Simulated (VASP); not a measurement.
La2O3:

```xyz
5
Lattice="3.9404 0.0000 0.0000 -1.9702 3.4125 0.0000 0.0000 0.0000 6.1874" Properties=species:S:1:pos:R:3 pbc="T T T"
La    1.9702    1.1375    4.6568
La    0.0000    2.2750    1.5306
O     1.9702    1.1375    2.1946
O     0.0000    2.2750    3.9927
O     0.0000    0.0000    0.0000
```

| Property | Result |
| --- | --- |
| Program | VASP 6.6.1 |
| Task | relaxation of cell and atoms |
| Functional | PBEsol |
| Potentials or basis | VASP PAW PBE potentials, release 64 (La, O) |
| Cutoff | 600 eV |
| k mesh | 6 × 6 × 4 |
| Occupations | fermi-dirac, width 0.02 eV |
| Spin | no spin polarisation |

At the start: pressure -5.0 GPa; volume 16.64 Å³/atom.

Question: Where does the relaxation end?

Answer: Over 15 steps the energy falls by 11.3 meV/atom and the volume is 15.93 Å³/atom (-4.3 %); space group P-3m1 (No. 164, to 0.1 Å) before and after.

The path:
```
step  energy change (eV)  largest force (eV/Å)  pressure (GPa)  volume (Å³)
   1              0.0000                0.1227           -5.03        83.20
   2              0.0076                0.6262            6.04        77.07
   3             -0.0501                0.2204           -0.11        80.16
   4             -0.0545                0.0436           -0.05        79.88
   5             -0.0551                0.0509           -0.02        79.73
   6             -0.0559                0.0474            0.07        79.66
   7             -0.0562                0.0428            0.12        79.59
   8             -0.0563                0.0243           -0.20        79.74
   9             -0.0563                0.0264           -0.17        79.71
  10             -0.0564                0.0042           -0.04        79.64
  11             -0.0565                0.0072           -0.03        79.62
  12             -0.0565                0.0069           -0.02        79.62
  13             -0.0565                0.0071           -0.01        79.61
  14             -0.0565                0.0064            0.01        79.62
  15             -0.0565                0.0011           -0.02        79.63
```

Final structure:
```yaml
crystal:
  lattice:
    - [3.90419, 0.00000, 0.00000]
    - [-1.95209, 3.38113, 0.00000]
    - [0.00000, 0.00000, 6.03244]
  atoms:
    - { symbol: La, position: [0.66667, 0.33333, 0.75474] }
    - { symbol: La, position: [0.33333, 0.66667, 0.24526] }
    - { symbol: O, position: [0.66667, 0.33333, 0.35386] }
    - { symbol: O, position: [0.33333, 0.66667, 0.64614] }
    - { symbol: O, position: [0.00000, 0.00000, 0.00000] }
```

Caveat: the PAW data sets were made with another functional, which shifts forces and pressure a little.
